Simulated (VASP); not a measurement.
AgO: single point with PBEsol

Crystal: AgO.

```
Ag O
1.0
     0.00000    2.40800    2.40800
     2.40800    0.00000    2.40800
     2.40800    2.40800    0.00000
Ag O
1 1
Direct
  0.00000 0.00000 0.00000
  0.75000 0.75000 0.75000
```

```yaml
Program: VASP 6.6.1
Task: single point
Functional: PBEsol
Potentials_or_basis: VASP PAW PBE potentials, release 64 (Ag, O)
Cutoff: 520 eV
k_mesh: 18 × 18 × 18
Occupations: gaussian, width 0.15 eV
Spin: no spin polarisation
Dipole_correction: no
Further_INCAR_settings: ALGO = Normal; EDIFF = 1e-07; NBANDS = 16
```

```
Pressure : 10.8 GPa
```

Levels at points of the mesh, in eV from the Fermi level:
| k point | band 7 | band 8 | band 9 | band 10 | band 11 | band 12 |
| --- | --- | --- | --- | --- | --- | --- |
| (0.00, 0.00, 0.00) | 0.17 | 0.91 | 0.91 | 0.91 | 14.05 | 14.05 |
| (0.50, 0.00, 0.00) | -2.86 | -0.05 | -0.05 | 5.43 | 6.92 | 13.95 |
| (0.50, 0.50, 0.00) | -1.89 | -1.45 | -1.45 | 5.99 | 9.11 | 11.48 |

Run time: 66 s on 1 thread of AMD EPYC 9R45 96-Core Processor (Zen 5), with other jobs on the host, peak memory 0.19 GiB.

Caveat: the PAW data sets were made with another functional, which shifts forces and pressure a little; an odd number of electrons without spin polarisation forces a metal; a magnetic or distorted state may lie lower.
